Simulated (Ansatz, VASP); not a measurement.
Two plane-wave programs on Al2Pt

```
Al Pt
1.0
     2.94826    2.94826    0.00000
    -2.94826    2.94826    0.00000
     0.00000    0.00000    5.89651
Al Pt
4 2
Direct
  0.00000 0.50000 0.75000
  0.50000 0.00000 0.75000
  0.50000 0.00000 0.25000
  0.00000 0.50000 0.25000
  0.00000 0.00000 0.00000
  0.50000 0.50000 0.50000
```

Alike in both runs: task single point; functional PBEsol; k mesh 8 × 8 × 6; occupations gaussian, width 0.1 eV; no spin polarisation.

|  | VASP | Ansatz |
| --- | --- | --- |
| version | VASP 6.6.1 | Ansatz 0.2.0 |
| potentials or method | VASP PAW PBE potentials, release 64 (Al, Pt), cutoff 520 eV | scalar-relativistic, plane waves, PAW |
| valence electrons in the cell | 32 | 48 |

|  | VASP | Ansatz | Ansatz less VASP |
| --- | --- | --- | --- |
| gap on the k mesh at the Fermi level (eV) | none | none | - |
| pressure (GPa) | 0.0 | 0.0 | +0.02 |

VASP's potentials were made for PBE, not for PBEsol. A gap of «none» marks a metal or a gap that the smearing closes. VASP's potentials hold 32 valence electrons a cell and Ansatz's 48, so a difference there can come from the potentials and not from the codes.

Spin-orbit coupling is off throughout.
